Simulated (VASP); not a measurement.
Runs of VASP 6.6.1 on GaAs. The structure is cubic, space group F-43m (No. 216). Conventional cell: a = 5.666 Å, b = 5.666 Å, c = 5.666 Å, α = 90.00°, β = 90.00°, γ = 90.00°. Ga (site symmetry -43m) has 4 As at 2.45 Å within 3.2 Å. Within 3.2 Å of As (site symmetry -43m) lie 4 Ga at 2.45 Å. 

```csv
level,potentials or basis,k mesh,cutoff (eV),smearing,grid for exact exchange (PRECFOCK),share of exact exchange,screening parameter,gap on the mesh (eV),pressure (GPa)
PBE-based global hybrid with 10 % exact exchange,"VASP PAW PBE potentials, release 64 (Ga_d, As)",4 × 4 × 4,520,gaussian 0.01 eV,Normal,0.1,-,(c),(a)
r2SCAN,"VASP PAW PBE potentials, release 64 (Ga_d, As)",6 × 6 × 6,550,gaussian 0.5 eV,-,-,-,0.94,0.2
r2SCAN,"VASP PAW PBE potentials, release 64 (Ga_d, As)",6 × 6 × 6,550,gaussian 0.001 eV,-,-,-,0.94,0.1
HSE06,"VASP PAW PBE potentials, release 64 (Ga_d, As)",4 × 4 × 4,400,gaussian 0.01 eV,Normal,0.25,0.2079 1/Å,1.41,0.5
r2SCAN,"VASP PAW PBE potentials, release 64 (Ga_d, As)",6 × 6 × 6,550,fermi-dirac 0.05 eV,-,-,-,0.94,0.1
r2SCAN,"VASP PAW PBE potentials, release 64 (Ga_d, As)",5 × 5 × 5,550,gaussian 0.01 eV,-,-,-,0.94,0.2
PBE-based global hybrid with 35 % exact exchange,"VASP PAW PBE potentials, release 64 (Ga_d, As)",4 × 4 × 4,520,gaussian 0.01 eV,Normal,0.35,-,(b),-0.5
LDA,"VASP PAW LDA potentials, release 64 (Ga_d, As)",4 × 4 × 4,500,gaussian 0.01 eV,-,-,-,0.26,-1.8
```

Alike in all rows: task single point; no spin polarisation; cell as given.

Q: Fill in the values left out.

A: (a) 2.1; (b) 2.83; (c) 1.11.

Caveats: some runs use coarse meshes; the PAW data sets were made with another functional, which shifts forces and pressure a little (at least some runs); an odd mesh through Γ misses points on the zone boundary, where band edges can lie (at least some runs).

A k mesh can miss the band edges, and the runs leave out spin-orbit coupling on As, Ga.
